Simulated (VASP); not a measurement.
# Hg2Se (Fmmm) in VASP: notebook, part 2 of 2

VASP 6.6.1. Earlier steps stand in the parts before.

### 4 Relaxation of cell and atoms, PBE

Contents of INCAR:

```
SYSTEM = Hg2Se
ALGO     = Normal         ! electronic algorithm
EDIFF    = 1E-6           ! SCF threshold, eV
EDIFFG   = -0.04          ! ionic threshold
ENCUT    = 600            ! plane-wave cutoff, eV
GGA      = PE             ! functional
IBRION   = 2              ! ionic algorithm
ISIF     = 3              ! what is computed and relaxed
ISMEAR   = 0              ! smearing method
LASPH    = .TRUE.         ! aspherical terms in the spheres
LCHARG   = .FALSE.        ! write CHGCAR
LREAL    = .FALSE.        ! projectors in reciprocal space
LWAVE    = .FALSE.        ! write WAVECAR
NELM     = 80             ! most SCF steps
NSW      = 90             ! ionic steps
PREC     = Accurate       ! precision mode
SIGMA    = 0.1            ! smearing width, eV
```

Contents of KPOINTS:

```
k-points
0
G
  4 4 4
  0 0 0
```

Contents of POSCAR:

```
Hg2Se
1.0
    0.0000000000      3.5732127800      3.7386198400
    2.9924034800      0.0000000000      3.7386198400
    2.9924034800      3.5732127800      0.0000000000
Hg Se
2 1
Direct
    0.8482725000      0.1517275000      0.8482725000
    0.1517275000      0.8482725000      0.1517275000
    0.5000000000      0.5000000000      0.5000000000
```

The run is started by

```bash
cat potpaw_PBE.64/Hg/POTCAR potpaw_PBE.64/Se/POTCAR > POTCAR
mpirun -np 1 vasp_std > vasp.out
```

Wall time 4 min (1 thread of Intel Xeon 6975P-C (Granite Rapids), shared host); peak memory 0.27 GiB.

It converged, with:

* Free energy: -3.5461 eV
* Relaxed volume: 28.96 Å³/atom
* Relaxed cell: a = 5.377 Å, b = 4.654 Å, c = 5.066 Å, α = 67.01°, β = 52.82°, γ = 60.16°
* Space group after relaxing (to 0.05 Å): Fmmm (No. 69)
* Energy gained by relaxing: 826.3 meV/atom
* Ionic steps: 23
* Pressure after relaxing: 0.1 GPa
* Band gap on the k mesh: zero (band 15 reaches 1.57 eV, above the bottom of band 16 at 0.89 eV)

Forces on the atoms (eV/Å):
```
Hg   0.000 -0.002  0.000
Hg   0.000  0.002  0.000
Se   0.000  0.000  0.000
```

Stress tensor (GPa, compression positive):
```
 0.21  0.00  0.00
 0.00  0.00  0.00
 0.00  0.00 -0.01
```

The path:
```
step  energy change (eV)  largest force (eV/Å)  pressure (GPa)  volume (Å³)
   1              0.0000               11.0334           25.01        79.95
   2             -1.1044                0.5767           -3.55       130.89
   3             -1.2513                0.5169           -3.58       126.27
   4             -1.3853                0.4354           -3.51       122.14
   5             -2.0272                0.7310           -1.31       100.55
   6             -2.2335                1.6786            2.61        90.13
   7             -2.2267                1.6148            1.74        91.50
   8             -2.2322                1.6570            2.24        90.70
   9             -2.3595                0.5599           -2.01        96.11
  10             -2.3670                0.7299           -1.33        94.95
  11             -2.4389                0.4994           -0.88        93.09
  12             -2.4695                0.0442            0.14        90.95
  13             -2.4701                0.0691           -0.07        91.29
  14             -2.4702                0.0438           -0.01        91.21
  15             -2.4722                0.0264           -0.24        91.01
  16             -2.4725                0.0581           -0.32        90.92
  17             -2.4745                0.0606           -0.18        89.96
  18             -2.4757                0.0631           -0.05        89.09
  19             -2.4764                0.0687            0.24        87.37
  20             -2.4774                0.0346            0.14        86.93
  21             -2.4775                0.0175            0.08        86.69
  22             -2.4783                0.0110            0.02        86.77
  23             -2.4790                0.0022            0.07        86.88
```

Final structure:
```yaml
crystal:
  lattice:
    - [0.00000, 4.05720, 3.52845]
    - [3.03439, 0.00000, 3.52845]
    - [3.03439, 4.05720, 0.00000]
  atoms:
    - { symbol: Hg, position: [0.83189, 0.16811, 0.83189] }
    - { symbol: Hg, position: [0.16811, 0.83189, 0.16811] }
    - { symbol: Se, position: [0.50000, 0.50000, 0.50000] }
```

Levels at points of the mesh, in eV from the Fermi level:
```csv
k point,band 11,band 12,band 13,band 14,band 15,band 16,band 17,band 18,band 19
"(0.00, 0.00, 0.00)",-5.78,-4.61,-1.76,-0.87,-0.72,2.38,3.05,3.37,4.57
"(0.50, 0.00, 0.00)",-5.72,-4.83,-2.45,-1.48,-0.87,0.83,2.99,4.44,5.17
"(0.50, 0.50, 0.00)",-5.91,-3.69,-2.91,-2.68,-1.30,1.73,2.62,3.70,3.96
"(0.50, 0.00, 0.50)",-5.87,-5.80,-2.79,-2.35,-1.34,2.98,4.81,5.65,5.83
"(0.00, 0.50, 0.50)",-5.88,-4.04,-3.19,-3.17,-1.34,1.49,3.06,4.56,5.09
```

Caveat: the k points lie up to 0.39 Å⁻¹ apart in the final cell; spin-orbit coupling is left out, which moves the levels of the heavy elements.

### 5 Single point, PBE

This run uses another cell than the first one, of 26.98 Å³/atom, 1.013 times its volume.

Contents of INCAR:

```
ALGO     = Normal         # electronic algorithm
EDIFF    = 1E-6           # SCF threshold, eV
ENCUT    = 520            # plane-wave cutoff, eV
GGA      = PE             # functional
ISIF     = 2              # what is computed and relaxed
ISMEAR   = 0              # smearing method
LASPH    = True           # aspherical terms in the spheres
LCHARG   = False          # write CHGCAR
LREAL    = False          # projectors in reciprocal space
LWAVE    = False          # write WAVECAR
NBANDS   = 22             # bands
NELM     = 100            # most SCF steps
PREC     = Accurate       # precision mode
SIGMA    = 0.1            # smearing width, eV
```

Contents of KPOINTS:

```
k-points
0
Gamma
  12 12 12
```

Contents of POSCAR:

```
Hg2Se
1.0
    0.0000000000      3.3337148237      4.1566801299
    2.9208944226      0.0000000000      4.1566801299
    2.9208944226      3.3337148237      0.0000000000
Hg Se
2 1
Direct
    0.8320031206      0.8320031206      0.1679968794
    0.1679968794      0.1679968794      0.8320031206
    0.5000000000      0.5000000000      0.5000000000
```

The run is started by

```bash
cat potpaw_PBE.64/Hg/POTCAR potpaw_PBE.64/Se/POTCAR > POTCAR
mpirun -np 1 vasp_std > vasp.out
```

It took 2.7 min on 1 thread of Intel Xeon 6975P-C (Granite Rapids), shared host; peak memory 0.58 GiB.

It converged, with:

* Free energy: -3.4926 eV
* Pressure: 0.2 GPa
* Largest force: 0.029 eV/Å
* Band gap on the k mesh: zero (band 15 reaches 2.46 eV, above the bottom of band 16 at 1.13 eV)

Forces on the atoms (eV/Å):
```
Hg   0.000  0.000 -0.029
Hg   0.000  0.000  0.029
Se   0.000  0.000  0.000
```

Stress tensor (GPa, compression positive):
```
0.15 0.00 0.00
0.00 0.02 0.00
0.00 0.00 0.51
```

Levels at points of the mesh, in eV from the Fermi level:
| k point | band 12 | band 13 | band 14 | band 15 | band 16 | band 17 | band 18 | band 19 |
| --- | --- | --- | --- | --- | --- | --- | --- | --- |
| (0.00, 0.00, 0.00) | -4.77 | -1.43 | -0.91 | -0.75 | 1.84 | 2.59 | 3.46 | 4.53 |
| (0.50, 0.00, 0.00) | -4.97 | -2.71 | -1.82 | -0.85 | 1.15 | 3.20 | 4.77 | 5.07 |
| (0.50, 0.50, 0.00) | -5.90 | -2.60 | -2.37 | -1.44 | 2.62 | 5.11 | 5.95 | 5.96 |
| (0.50, 0.00, 0.50) | -3.60 | -3.27 | -2.49 | -1.50 | 1.42 | 2.09 | 3.71 | 3.75 |
| (0.00, 0.50, 0.50) | -3.84 | -3.42 | -3.12 | -1.62 | 1.11 | 2.57 | 4.59 | 4.84 |

Caveat: spin-orbit coupling is left out, which moves the levels of the heavy elements.

### 6 Single point, PBE

This run uses another cell than the first one, of 26.98 Å³/atom, 1.013 times its volume.

Contents of INCAR:

```
SYSTEM = Hg2Se
ALGO = Normal
EDIFF = 1E-7
ENCUT = 520
GGA = PE
ISIF = 2
ISMEAR = 0
LASPH = .True.
LCHARG = .True.
LELF = .True.
LREAL = .False.
LVHAR = .True.
LWAVE = .False.
NBANDS = 22
NELM = 100
PREC = Accurate
SIGMA = 0.1
```

Contents of KPOINTS:

```
k-points
0
Gamma
  12 12 12
  0 0 0
```

POSCAR is that of step 5.

Potentials or basis: VASP PAW PBE potentials, release 64 (Hg, Se).

The run is started by

```bash
cat potpaw_PBE.64/Hg/POTCAR potpaw_PBE.64/Se/POTCAR > POTCAR
mpirun -np 1 vasp_std > vasp.out
```

OUTCAR:

```text
SYSTEM = Hg2Se
   EDIFF = 1E-7
   ENCUT = 520
   GGA = PE
   ISIF = 2
   ISMEAR = 0
   LASPH = .True.
   LREAL = .False.
   NELM = 100
   PREC = Accurate

 ion  position               nearest neighbor table
   1  0.832  0.832  0.168-   3 2.76   2 2.79   2 3.22   2 3.22   3 3.24   3 3.24   2 3.60   2 3.60

   2  0.168  0.168  0.832-   3 2.76   1 2.79   1 3.22   1 3.22   3 3.24   3 3.24   1 3.60   1 3.60

   3  0.500  0.500  0.500-   1 2.76   2 2.76   2 3.24   2 3.24   1 3.24   1 3.24

  LATTYP: Found a face centered orthorhombic cell.
 ALAT       =     5.8417888452
 B/A-ratio  =     1.1413335579
 C/A-ratio  =     1.4230846886

  Lattice vectors:

 A1 = (   0.0000000000,   3.3337148237,   4.1566801299)
 A2 = (   2.9208944226,   0.0000000000,   4.1566801299)
 A3 = (   2.9208944226,   3.3337148237,   0.0000000000)

Analysis of symmetry for initial positions (statically):
=====================================================================
 Subroutine PRICEL returns:
 Original cell was already a primitive cell.

 Routine SETGRP: Setting up the symmetry group for a
 face centered orthorhombic supercell.

 Subroutine GETGRP returns: Found  8 space group operations
 (whereof  8 operations were pure point group operations)
 out of a pool of  8 trial point group operations.

The static configuration has the point symmetry D_2h.

Analysis of symmetry for dynamics (positions and initial velocities):
=====================================================================
 Subroutine PRICEL returns:
 Original cell was already a primitive cell.

 Routine SETGRP: Setting up the symmetry group for a
 face centered orthorhombic supercell.

 Subroutine GETGRP returns: Found  8 space group operations
 (whereof  8 operations were pure point group operations)
 out of a pool of  8 trial point group operations.
[... 111 lines left out ...]
   POTIM  = 0.5000    time-step for ionic-motion
   TEBEG  =    0.0;   TEEND  =   0.0 temperature during run
   PSTRESS=    0.0 pullay stress
   NELECT =      30.0000    total number of electrons
   NUPDOWN=      -1.0000    fix difference up-down
   EMIN   =  10.00;   EMAX   =-10.00  energy-range for DOS
   EFERMI =   0.00;   METHOD = LEGACY
   ISMEAR =     0;   SIGMA  =   0.10  broadening in eV -4-tet -1-fermi 0-gaus
   EFERMI_NEDOS =   21; number of points for ismear=-14 and -15
   IALGO  =     38    algorithm
   IMIX   =      4    mixing-type and parameters
     AMIX     =   0.40;   BMIX     =  1.00
     AMIX_MAG =   1.60;   BMIX_MAG =  1.00
  volume/ion in A,a.u.               =      26.98       182.09
  Fermi-wavevector in a.u.,A,eV,Ry     =   1.175912  2.222152 18.813726  1.382770
  Thomas-Fermi vector in A             =   2.312285
   LORBIT       =      0    0 simple, 1 ext, 2 COOP (PROOUT), +10 PAW based schemes
   GGA     = PE    functional components
   LHFCALC =     F    Hartree Fock is set to
   AEXX    =    0.0000 exact exchange contribution
   IVDW    =     0    specifies the selected vdW correction
   LEPSILON=     F    determine dielectric tensor
   LRPA    =     F    only Hartree local field effects (RPA)
 non-spin polarized calculation
 Gauss-broadening in eV      SIGMA  =   0.10
  energy-cutoff  :      520.00
  volume of cell :       80.95
 maximum number of plane-waves:      2206
   NGX = 19   NGY = 19   NGZ = 17

 number of electron      30.0000000 magnetization

 Free energy of the ion-electron system (eV)
  ---------------------------------------------------
  ext. energy  EPLUGINS =         0.00000000
  ---------------------------------------------------
  free energy    TOTEN  =        -3.49256406 eV

  energy without entropy =       -3.48728871  energy(sigma->0) =       -3.48992639

 E-fermi :   1.8603     XC(G=0):  -9.7239

 val. band max:        1.8499022263   @ k =  -0.1667   0.3333   0.1667
 cond. band min:       1.8828661426   @ k =   0.2500   0.1667  -0.0000
 fundamental gap:      0.0329639163
 Fermi energy:         1.8602943055

 k-point     1 :       0.0000    0.0000    0.0000
  band No.  band energies     occupation
      1     -10.9442      2.00000
      2      -5.2318      2.00000
      3      -5.0383      2.00000
      4      -4.8920      2.00000
      5      -4.8723      2.00000
      6      -4.8396      2.00000
[... 589 lines left out ...]
     21       9.9721      0.00000
     22      11.4708      0.00000

 [... further k-points ...]
[... 5 lines left out ...]
  --------------------------------------------------------------------------------------
  -------------------------------------------------------------------------------------
  Total        0.0782950      0.0110682      0.2595262      0.0000000      0.0000000      0.0000000
  in kB        1.5496147      0.2190609      5.1365426      0.0000000      0.0000000      0.0000000
  external PRESSURE =       2.3017394 kB  Pullay stress =       0.0000000 kB

 VOLUME and BASIS-vectors are now :
 -----------------------------------------------------------------------------
  energy-cutoff  :      520.00
  volume of cell :       80.95
      direct lattice vectors                 reciprocal lattice vectors
     0.000000000  3.333714824  4.156680130    -0.171180443  0.149982835  0.120288303
     2.920894423  0.000000000  4.156680130     0.171180443 -0.149982835  0.120288303
     2.920894423  3.333714824  0.000000000     0.171180443  0.149982835 -0.120288303

 POSITION                                       TOTAL-FORCE (eV/Angst)
 -----------------------------------------------------------------------------------
      2.92089      3.33371      6.91674         0.000000      0.000000     -0.028664
      2.92089      3.33371      1.39662         0.000000      0.000000      0.028664
      2.92089      3.33371      4.15668         0.000000      0.000000      0.000000
 -----------------------------------------------------------------------------------
    total drift:                                0.000000     -0.000000     -0.000000

  FREE ENERGIE OF THE ION-ELECTRON SYSTEM (eV)
  ---------------------------------------------------
  free  energy   TOTEN  =        -3.4925640622 eV

  energy  without entropy=       -3.4872887082  energy(sigma->0) =       -3.48992639
```

OSZICAR:

```text
N       E                     dE             d eps       ncg     rms          rms(c)
DAV:   1     0.207532673109E+03    0.20753E+03   -0.14324E+04 12320   0.125E+03
DAV:   2     0.459409330744E+01   -0.20294E+03   -0.19172E+03 13508   0.307E+02
DAV:   3    -0.398982319042E+01   -0.85839E+01   -0.85023E+01 14548   0.632E+01
DAV:   4    -0.404045453013E+01   -0.50631E-01   -0.50607E-01 13502   0.447E+00
DAV:   5    -0.404063808590E+01   -0.18356E-03   -0.18355E-03 15020   0.264E-01    0.609E+00
DAV:   6    -0.350238434802E+01    0.53825E+00   -0.14354E+00 16010   0.998E+00    0.511E+00
DAV:   7    -0.349804362895E+01    0.43407E-02   -0.15746E-01 13298   0.225E+00    0.270E+00
DAV:   8    -0.349293170974E+01    0.51119E-02   -0.16619E-02 14390   0.104E+00    0.220E-01
DAV:   9    -0.349248296724E+01    0.44874E-03   -0.34988E-03 14354   0.456E-01    0.682E-02
DAV:  10    -0.349255366818E+01   -0.70701E-04   -0.32547E-04 13724   0.137E-01    0.261E-02
DAV:  11    -0.349256355464E+01   -0.98865E-05   -0.19017E-05 14498   0.273E-02    0.764E-03
DAV:  12    -0.349256413729E+01   -0.58265E-06   -0.28406E-06 13508   0.964E-03    0.185E-03
DAV:  13    -0.349256406218E+01    0.75107E-07   -0.20366E-07 11892   0.223E-03
   1 F= -.34925641E+01 E0= -.34899264E+01  d E =-.527535E-02
```

stdout:

```text
POSCAR found type information on POSCAR HgSe
 POSCAR found :  2 types and       3 ions
 scaLAPACK will be used
 LDA part: xc-table for (Slater+PW92), standard interpolation
 POSCAR, INCAR and KPOINTS ok, starting setup
 FFT: planning ... GRIDC
 FFT: planning ... GRID_SOFT
 FFT: planning ... GRID
 WAVECAR not read
 entering main loop
```

Run time: 2.9 min. Hardware: 1 thread of Intel Xeon 6975P-C (Granite Rapids), shared host; peak memory 0.58 GiB.

Results:

| Item | Value |
| --- | --- |
| Free energy | -3.4926 eV |
| Pressure | 0.2 GPa |
| Largest force | 0.029 eV/Å |
| Band gap on the k mesh | zero (band 15 reaches 2.46 eV, above the bottom of band 16 at 1.13 eV) |

Forces in eV/Å, atoms in the order of the input:
```
Hg   0.000  0.000 -0.029
Hg   0.000  0.000  0.029
Se   0.000  0.000  0.000
```

Caveat: spin-orbit coupling is left out, which moves the levels of the heavy elements.

### 7 Overview

```tsv
task	cell	k mesh	cutoff (eV)	gap on the mesh (eV)	pressure (GPa)	largest force (eV/Å)
single point	a = 5.172, b = 4.789, c = 4.661 Å, angles 66.3, 58.0, 55.6°, 3 atoms	4 × 4 × 4	520	0.22	25.0	11.03
single point	a = 5.351, b = 4.652, c = 5.060 Å, angles 66.7, 53.0, 60.3°, 3 atoms	4 × 4 × 4	520	none	0.3	0.04
relaxation of cell and atoms	relaxed from a = 5.172, b = 4.789, c = 4.661 Å, angles 66.3, 58.0, 55.6°, 3 atoms	4 × 4 × 4	600	none	0.1	-
single point	a = 5.328, b = 5.080, c = 4.432 Å, angles 67.7, 61.9, 50.3°, 3 atoms	12 × 12 × 12	520	none	0.2	0.03
```

Alike in all rows: level PBE; potentials or basis VASP PAW PBE potentials, release 64 (Hg, Se); no spin polarisation; smearing gaussian 0.1 eV.

Caveats: some runs use coarse meshes; spin-orbit coupling is left out, which moves the levels of the heavy elements; forces of over 1 eV/Å act on the atoms, so gaps and moduli don't describe the material at rest (some runs).

Total energies depend on the potentials used, so only differences within one code and one set of settings carry meaning.
